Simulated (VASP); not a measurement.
# H19C41 in VASP: single point with PBE

Aim: the single point of H19C41 with PBE.

Everything below comes from runs of VASP 6.6.1. Logs are shortened: lines on timing, memory, paths and dates and some standing lists are left out, and cuts for length are marked.

**1. The cell of the first run**

The cell holds a slab with vacuum, 60 atoms: a = 5.049 Å, b = 10.097 Å, c = 17.165 Å, α = 90.00°, β = 90.00°, γ = 90.00°.

**2. Single point, PBE, collinear spin**

Input file INCAR:

```
  ALGO = Normal
  EDIFF = 1E-6
  ENCUT = 520
  GGA = PE
  ISIF = 2
  ISMEAR = -1
  ISPIN = 2
  LASPH = T
  LCHARG = F
  LORBIT = 11
  LREAL = Auto
  LWAVE = F
  MAGMOM = 0 0 0 0 0 0 0 0 0 0 0 0 0 0 0 0 0 0 0 0 0 0 0 0 0 0 0 0 0 0 0 0 0 0 0 0 0 0 0 0 0 0 0 0 0 0 0 0 0 0 0 0 0 0 0 0 0 0 0 1
  NBANDS = 132
  NELM = 150
  PREC = Accurate
  SIGMA = 0.02
```

Input file KPOINTS:

```
k-points
0
Gamma
  2 1 1
```

Input file POSCAR:

```
H19C41
1.0
    5.0487420000      0.0000000000      0.0000000000
    0.0000000000     10.0974850000      0.0000000000
    0.0000000000      0.0000000000     17.1647000000
H C
19 41
Direct
    0.4277897346      0.0000000000      0.0582591015
    0.0722160095      0.0000000000      0.0582591015
    0.9277954786      0.0000000000      0.0582591015
    0.5722217535      0.0000000000      0.0582591015
    0.4277897346      0.2500028472      0.0582591015
    0.0722160095      0.2500028472      0.0582591015
    0.9277954786      0.2500028472      0.0582591015
    0.5722217535      0.2500028472      0.0582591015
    0.4277897346      0.4999957910      0.0582591015
    0.0722160095      0.4999957910      0.0582591015
    0.9277954786      0.4999957910      0.0582591015
    0.5722217535      0.4999957910      0.0582591015
    0.4277897346      0.7499986383      0.0582591015
    0.0722160095      0.7499986383      0.0582591015
    0.9277954786      0.7499986383      0.0582591015
    0.5722217535      0.7499986383      0.0582591015
    0.1036297755      0.7485428302      0.4202578548
    0.4424270442      0.7222788645      0.4176536729
    0.3059772117      0.8762280905      0.3744312455
    0.2500028720      0.0000000000      0.0952361533
    0.7500086160      0.0000000000      0.0952361533
    0.2500028720      0.2500028472      0.0952361533
    0.7500086160      0.2500028472      0.0952361533
    0.2500028720      0.4999957910      0.0952361533
    0.7500086160      0.4999957910      0.0952361533
    0.2500028720      0.7499986383      0.0952361533
    0.7500086160      0.7499986383      0.0952361533
    0.2500028720      0.1250014236      0.1472324014
    0.7500086160      0.1250014236      0.1472324014
    0.2500028720      0.3750042709      0.1472324014
    0.7500086160      0.3750042709      0.1472324014
    0.2500028720      0.6249972147      0.1472324014
    0.7500086160      0.6249972147      0.1472324014
    0.2500028720      0.8750000619      0.1472324014
    0.7500086160      0.8750000619      0.1472324014
   -0.0083585178      0.1292500063      0.1936008203
    0.4943607734      0.1333500372      0.1920161727
   -0.0185194648      0.3761035545      0.2078859520
    0.4881612093      0.3793221778      0.2081131625
    0.0083387109      0.6251655734      0.1923948569
    0.5059874321      0.6253339322      0.1945912250
   -0.0087942699      0.8760300213      0.2059051425
    0.4935486900      0.8728411085      0.2036621671
   -0.0202426664      0.0071106815      0.2567886418
    0.4920829783      0.0101906564      0.2558098889
   -0.0186779202      0.2413670335      0.2515686263
    0.4846157716      0.2429614899      0.2536193467
   -0.0161624420      0.5067895620      0.2529202375
    0.4870916359      0.5085919910      0.2517317518
   -0.0168358771      0.7426898876      0.2531940552
    0.4955491883      0.7401050856      0.2517958368
    0.2216987915      0.0554197407      0.2930840621
    0.7385800265      0.0591632471      0.2951872156
    0.2382969857      0.1960686250      0.2920878314
    0.7413133806      0.1964746667      0.2934452685
    0.2408916914      0.5467202972      0.2958455435
    0.7382829228      0.5559701252      0.2902060624
    0.2316616694      0.6993127497      0.3031628866
    0.7344205745      0.6910532672      0.2924082565
    0.2699880485      0.7686567497      0.3828613375
```

Potentials or basis: VASP PAW PBE potentials, release 64 (H, C).

Run with:

```console
$ cat potpaw_PBE.64/H/POTCAR potpaw_PBE.64/C/POTCAR > POTCAR
$ mpirun -np 1 vasp_std > vasp.out
```

OUTCAR:

```text
EDIFF = 1E-6
   ENCUT = 520
   GGA = PE
   ISIF = 2
   ISMEAR = -1
   ISPIN = 2
   LASPH = T
   LORBIT = 11
   LREAL = Auto
   NELM = 150
   PREC = Accurate

 ion  position               nearest neighbor table
   1  0.428  0.000  0.058-   4 0.73  20 1.10
   2  0.072  0.000  0.058-   3 0.73  20 1.10
   3  0.928  0.000  0.058-   2 0.73  21 1.10
   4  0.572  0.000  0.058-   1 0.73  21 1.10
   5  0.428  0.250  0.058-   8 0.73  22 1.10
   6  0.072  0.250  0.058-   7 0.73  22 1.10
[... 8 lines left out ...]
  15  0.928  0.750  0.058-  14 0.73  27 1.10
  16  0.572  0.750  0.058-  13 0.73  27 1.10
  17  0.104  0.749  0.420-  60 1.08
[... 32 lines left out ...]
  50  0.983  0.743  0.253-  59 1.52  42 1.57  58 1.58  40 1.59
  51  0.496  0.740  0.252-  59 1.48  41 1.52  43 1.57  58 1.65
  52  0.222  0.055  0.293-  54 1.42  44 1.46  45 1.58
  53  0.739  0.059  0.295-  55 1.39  44 1.48  45 1.50
  54  0.238  0.196  0.292-  52 1.42  47 1.49  46 1.54
  55  0.741  0.196  0.293-  53 1.39  46 1.48  47 1.54
  56  0.241  0.547  0.296-  49 1.51  48 1.55  58 1.55
  57  0.738  0.556  0.290-  59 1.36  48 1.48  49 1.51
  58  0.232  0.699  0.303-  56 1.55  60 1.55  50 1.58  51 1.65
  59  0.734  0.691  0.292-  57 1.36  51 1.48  50 1.52
  60  0.270  0.769  0.383-  17 1.08  19 1.11  18 1.15  58 1.55

  LATTYP: Found a simple orthorhombic cell.
 ALAT       =     5.0487420000
 B/A-ratio  =     2.0000001981
 C/A-ratio  =     3.3997974149

  Lattice vectors:

 A1 = (   5.0487420000,   0.0000000000,   0.0000000000)
 A2 = (   0.0000000000,  10.0974850000,   0.0000000000)
 A3 = (   0.0000000000,   0.0000000000,  17.1647000000)

Analysis of symmetry for initial positions (statically):
=====================================================================
 Subroutine PRICEL returns:
 Original cell was already a primitive cell.

 Routine SETGRP: Setting up the symmetry group for a
 simple orthorhombic supercell.

 Subroutine GETGRP returns: Found  1 space group operations
 (whereof  1 operations were pure point group operations)
 out of a pool of  8 trial point group operations.

The static configuration has the point symmetry C_1 .

Analysis of symmetry for dynamics (positions and initial velocities):
=====================================================================
 Subroutine PRICEL returns:
 Original cell was already a primitive cell.

 Routine SETGRP: Setting up the symmetry group for a
 simple orthorhombic supercell.

 Subroutine GETGRP returns: Found  1 space group operations
 (whereof  1 operations were pure point group operations)
 out of a pool of  8 trial point group operations.

The dynamic configuration has the point symmetry C_1 .

Analysis of structural, dynamic, and magnetic symmetry:
=====================================================================
 Subroutine PRICEL returns:
 Original cell was already a primitive cell.

 Routine SETGRP: Setting up the symmetry group for a
 simple orthorhombic supercell.

 Subroutine GETGRP returns: Found  1 space group operations
 (whereof  1 operations were pure point group operations)
 out of a pool of  8 trial point group operations.

The overall configuration has the point symmetry C_1 .

 Subroutine INISYM returns: Found  1 space group operations
 (whereof  1 operations are pure point group operations),
 and found     1 'primitive' translations

----------------------------------------------------------------------------------------

                                     Primitive cell

  volume of cell :     875.0495

  direct lattice vectors                    reciprocal lattice vectors
     5.048742000  0.000000000  0.000000000     0.198069143  0.000000000  0.000000000
     0.000000000 10.097485000  0.000000000     0.000000000  0.099034562  0.000000000
     0.000000000  0.000000000 17.164700000     0.000000000  0.000000000  0.058259102

  length of vectors
[... 167 lines left out ...]
   ISTART =      0    job   : 0-new  1-cont  2-samecut
   ICHARG =      2    charge: 1-file 2-atom 10-const
   ISPIN  =      2    spin polarized calculation?
   LNONCOLLINEAR =      F non collinear calculations
   LSORBIT =      F    spin-orbit coupling
   LASPH  =      T    aspherical Exc in radial PAW
   ENCUT  =  520.0 eV  38.22 Ry    6.18 a.u.   9.39 18.77 31.91*2*pi/ulx,y,z
   NELM   =    150;   NELMIN=  2; NELMDL= -5     # of ELM steps
   EDIFF  = 0.1E-05   stopping-criterion for ELM
   LREAL  =      T    real-space projection
   EDIFFG = 0.1E-04   stopping-criterion for IOM
   NSW    =      0    number of steps for IOM
   IBRION =     -1    ionic relax: 0-MD 1-quasi-New 2-CG
   NFREE  =      0    steps in history (QN), initial steepest desc. (CG)
   ISIF   =      2    stress and relaxation
   ISYM   =      2    0-nonsym 1-usesym 2-fastsym
   POTIM  = 0.5000    time-step for ionic-motion
   TEBEG  =    0.0;   TEEND  =   0.0 temperature during run
   PSTRESS=    0.0 pullay stress
   NELECT =     183.0000    total number of electrons
   NUPDOWN=      -1.0000    fix difference up-down
   EMIN   =  10.00;   EMAX   =-10.00  energy-range for DOS
   EFERMI =   0.00;   METHOD = LEGACY
   ISMEAR =    -1;   SIGMA  =   0.02  broadening in eV -4-tet -1-fermi 0-gaus
   EFERMI_NEDOS =   21; number of points for ismear=-14 and -15
   IALGO  =     38    algorithm
   IMIX   =      4    mixing-type and parameters
     AMIX     =   0.40;   BMIX     =  1.00
     AMIX_MAG =   1.60;   BMIX_MAG =  1.00
  volume/ion in A,a.u.               =      14.58        98.42
  Fermi-wavevector in a.u.,A,eV,Ry     =   0.971735  1.836312 12.847547  0.944268
  Thomas-Fermi vector in A             =   2.101976
   LORBIT       =     11    0 simple, 1 ext, 2 COOP (PROOUT), +10 PAW based schemes
   GGA     = PE    functional components
   LHFCALC =     F    Hartree Fock is set to
   AEXX    =    0.0000 exact exchange contribution
   IVDW    =     0    specifies the selected vdW correction
   LEPSILON=     F    determine dielectric tensor
   LRPA    =     F    only Hartree local field effects (RPA)
 spin polarized calculation
  energy-cutoff  :      520.00
  volume of cell :      875.05
 maximum number of plane-waves:     23593
 NGX is ok and might be reduce to    40
   NGX = 19   NGY = 37   NGZ = 63

 number of electron     183.0000001 magnetization       0.9999938

 Free energy of the ion-electron system (eV)
  ---------------------------------------------------
  ext. energy  EPLUGINS =         0.00000000
  ---------------------------------------------------
  free energy    TOTEN  =      -398.17194462 eV

  energy without entropy =     -398.17194450  energy(sigma->0) =     -398.17194456

 E-fermi :   0.8734     XC(G=0):  -5.0904

 val. band max:        0.5663466400   @ k =   0.0000   0.0000   0.0000
 cond. band min:       1.1849120981   @ k =   0.0000   0.0000   0.0000
 fundamental gap:      0.6185654580
 Fermi energy:         0.8733677212

 spin component 1

 k-point     1 :       0.0000    0.0000    0.0000
  band No.  band energies     occupation
      1     -21.0111      1.00000
      2     -20.5478      1.00000
      3     -18.9266      1.00000
      4     -18.7372      1.00000
      5     -18.0700      1.00000
      6     -16.7726      1.00000
[... 201 lines left out ...]
    102       4.8632      0.00000
    103       4.8908      0.00000
 Fermi energy:         0.8733677212

 spin component 2

 k-point     1 :       0.0000    0.0000    0.0000
  band No.  band energies     occupation
      1     -20.9866      1.00000
      2     -20.5085      1.00000
      3     -18.9144      1.00000
      4     -18.7244      1.00000
      5     -18.0495      1.00000
      6     -16.7566      1.00000
[... 201 lines left out ...]
    102       4.8692      0.00000
    103       4.9108      0.00000
 [bands above 103 left out]

------------------------ aborting loop because EDIFF is reached ----------------------------------------

  FORCE on cell =-STRESS in cart. coord.  units (eV):
  Direction    XX          YY          ZZ          XY          YZ          ZX
  --------------------------------------------------------------------------------------
  -------------------------------------------------------------------------------------
  Total      161.5143877     -9.7606714     -6.2733066     -0.1665187      2.3738994      8.1744573
  in kB      295.7257798    -17.8713624    -11.4861500     -0.3048884      4.3465060     14.9670738
  external PRESSURE =      88.7894224 kB  Pullay stress =       0.0000000 kB

 VOLUME and BASIS-vectors are now :
 -----------------------------------------------------------------------------
  energy-cutoff  :      520.00
  volume of cell :      875.05
      direct lattice vectors                 reciprocal lattice vectors
     5.048742000  0.000000000  0.000000000     0.198069143  0.000000000  0.000000000
     0.000000000 10.097485000  0.000000000     0.000000000  0.099034562  0.000000000
     0.000000000  0.000000000 17.164700000     0.000000000  0.000000000  0.058259102

 POSITION                                       TOTAL-FORCE (eV/Angst)
 -----------------------------------------------------------------------------------
      2.15980      0.00000      1.00000        -8.915800     -0.051746      0.077008
      0.36460      0.00000      1.00000         8.953140     -0.032060      0.083258
      4.68420      0.00000      1.00000        -8.933869     -0.016110      0.087832
      2.88900      0.00000      1.00000         8.969418     -0.045656      0.055087
      2.15980      2.52440      1.00000        -8.871147      0.050794      0.052595
      0.36460      2.52440      1.00000         8.923624      0.119126      0.017042
[... 52 lines left out ...]
      3.70790      6.97790      5.01910         1.292036      1.312375     -0.209961
      1.36310      7.76150      6.57170         1.036782     -1.247707      0.339665
 -----------------------------------------------------------------------------------
    total drift:                               -0.010689      0.013061     -0.085329

  FREE ENERGIE OF THE ION-ELECTRON SYSTEM (eV)
  ---------------------------------------------------
  free  energy   TOTEN  =      -398.1719446154 eV

  energy  without entropy=     -398.1719445026  energy(sigma->0) =     -398.17194456

 total charge

# of ion       s       p       d       tot
------------------------------------------
    1        0.742   0.102   0.000   0.844
    2        0.743   0.102   0.000   0.845
    3        0.742   0.102   0.000   0.844
    4        0.743   0.102   0.000   0.845
    5        0.742   0.102   0.000   0.845
    6        0.743   0.102   0.000   0.845
[... 52 lines left out ...]
   59        0.856   1.775   0.000   2.631
   60        0.837   1.759   0.000   2.595
--------------------------------------------------
tot         48.254  73.133   0.000 121.387

 magnetization (x)

# of ion       s       p       d       tot
------------------------------------------
    1       -0.000   0.000   0.000   0.000
    2       -0.000   0.000   0.000   0.000
    3        0.000  -0.000   0.000   0.000
    4        0.000   0.000   0.000   0.000
    5        0.000  -0.000   0.000  -0.000
    6        0.000  -0.000   0.000  -0.000
[... 52 lines left out ...]
   59        0.001   0.012   0.000   0.012
   60        0.003   0.007   0.000   0.009
--------------------------------------------------
tot          0.086   0.485   0.000   0.571
```

Wall time 24 min (1 thread of Oxide Virtual Turin-like, shared host); peak memory 1.2 GiB.

What came out:

```
Free energy                                           : -398.1719 eV
Largest force                                         : 8.970 eV/Å
Band gap on the k mesh                                : 0.62 eV
Net moment                                            : 1.00 μB per cell
Site moments                                          : H +0.00, -0.00 (each value once); C +0.00, -0.00, +0.01, +0.03, -0.01, +0.42, +0.02 (each value once) μB
Valence electrons inside the program's atomic spheres : H 0.84, 0.71, 0.63, 0.67 (each value once); C 2.68, 2.63, 2.64, 2.47, 2.49, 2.61, 2.50, 2.46, 2.45, 2.57, 2.60, 2.56, 2.62, 2.52, 2.55, 2.59, 2.48 (each value once)
```

Forces in eV/Å, atoms in the order of the input:
```
H   -8.916 -0.052  0.077
H    8.953 -0.032  0.083
H   -8.934 -0.016  0.088
H    8.969 -0.046  0.055
H   -8.871  0.051  0.053
H    8.924  0.119  0.017
H   -8.884  0.109  0.035
H    8.929  0.057  0.038
H   -8.896 -0.056  0.054
H    8.944 -0.075  0.020
H   -8.899 -0.029  0.068
H    8.922 -0.078  0.034
H   -8.907  0.072  0.082
H    8.952  0.062  0.032
H   -8.931  0.010  0.058
H    8.926  0.073  0.054
H   -0.845  0.271  0.356
H   -0.834  0.713 -1.070
H   -0.183 -0.426  0.277
C   -0.004 -0.175  1.161
C   -0.141 -0.192  1.078
C   -0.187  0.398  0.967
C    0.037  0.398  0.876
C   -0.109 -0.296  1.015
C   -0.129 -0.248  1.033
C   -0.211  0.214  0.961
C    0.000  0.193  0.977
C   -1.313  0.462 -3.859
C   -1.126  0.533 -4.171
C   -0.906  0.365  1.567
C   -1.072  0.329  1.390
C    1.404  0.034 -4.133
C    0.949 -0.141 -3.667
C   -0.595  0.126  1.279
C   -0.628  0.135  0.923
C    0.575 -1.760 -0.136
C    0.503 -2.763  1.619
C    1.259 -0.606 -2.226
C    0.358 -1.691 -2.317
C   -2.148  0.326  1.934
C   -2.874  0.169 -0.623
C   -0.083 -0.351 -0.121
C    0.707  0.880  0.697
C    0.738  0.343 -1.653
C   -1.548 -0.132 -1.017
C    1.668  1.069  1.390
C    1.097  0.742  0.551
C    2.022  0.184  0.486
C    0.044  0.071  1.162
C    1.877 -1.110  0.385
C   -1.948 -0.072  0.333
C    3.780  1.826  0.227
C   -0.885  0.100 -0.137
C   -1.479 -1.161  0.661
C   -1.146 -0.213  0.461
C   -0.999 -0.155 -0.168
C   -0.020 -0.613  0.850
C    1.785  1.990 -0.296
C    1.292  1.312 -0.210
C    1.037 -1.248  0.340
```

Caveat: the k points lie up to 0.62 Å⁻¹ apart; the atoms stand as in a frame of molecular dynamics.
